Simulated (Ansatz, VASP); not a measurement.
# One calculation of TaVN2, two programs

The input INCAR:

```
SYSTEM = TaVN2
  PREC = Accurate
  ENCUT = 600
  EDIFF = 1E-6
  ISMEAR = -1
  SIGMA = 0.05
  LREAL = .FALSE.
  LASPH = .TRUE.
  NELM = 200
  ALGO = Normal
  ISIF = 2
  LWAVE = .FALSE.
  LCHARG = .FALSE.
  ISPIN = 2
  MAGMOM = 0 2 0 0
  LORBIT = 11
  LMAXMIX = 4
  GGA = CA
  NBANDS = 29
  GGA_COMPAT = .FALSE.
```

The input KPOINTS:

```
Automatic mesh
0
G
  9 9 6
  0 0 0
```

File POSCAR:

```
TaVN2
1.0
    3.0293974772      0.0000000000      0.0000000000
    0.0000000000      3.0293974772      0.0000000000
    0.0000000000      0.0000000000      4.2672285004
Ta V N
1 1 2
Direct
    0.0000000000      0.0000000000      0.0000000000
    0.5000000000      0.5000000000      0.5000000000
    0.5000000000      0.5000000000      0.0000000000
    0.0000000000      0.0000000000      0.5000000000
```

The input input.yaml:

```yaml
crystal:
  lattice:
    - [3.0293974772, 0.0, 0.0]
    - [0.0, 3.0293974772, 0.0]
    - [0.0, 0.0, 4.2672285004]
  atoms:
    - { symbol: Ta, position: [0.0, 0.0, 0.0] }
    - { symbol: V, position: [0.5, 0.5, 0.5], spin: 2.0 }
    - { symbol: "N", position: [0.5, 0.5, 0.0] }
    - { symbol: "N", position: [0.0, 0.0, 0.5] }
kpoints:
  mp_grid: { grid: [9, 9, 6] }
scf:
  occupations: { method: fermi_dirac, width: 0.05 }
hamiltonian:
  xc: lda
  pseudopotentials: { kind: all_electron, lapw: { basis_error: 0.002 } }
magnetization:
  spin_polarized: true
output:
  forces: true
  stress: true
  eigenvalues: true
```

Change from the starting cell: volume scaled by 0.98.

Alike in both runs: task single point; functional LDA; k mesh 9 × 9 × 6; occupations fermi-dirac, width 0.05 eV; collinear spin.

|  | VASP | Ansatz |
| --- | --- | --- |
| version | VASP 6.6.1 | Ansatz 0.2.0 |
| potentials or method | VASP PAW LDA potentials, release 64 (Ta_pv, V_sv, N), cutoff 600 eV | all-electron LAPW, scalar-relativistic |

```tsv
	VASP	Ansatz	Ansatz less VASP
gap on the k mesh at the Fermi level (eV)	none	none	-
pressure (GPa)	-12.0	-13.5	-1.53
traceless stress, the component that is largest in VASP (GPa)	-1.73	-1.76	-0.024
net moment per atom (μB)	0.00	0.00	0.000
```

LDA's correlation is that of Perdew and Zunger in VASP and of Perdew and Wang (1992) in Ansatz. A gap of «none» marks a metal or a gap that the smearing closes. Ansatz ran all-electron here, and VASP with PAW potentials.

Spin-orbit coupling is off throughout.
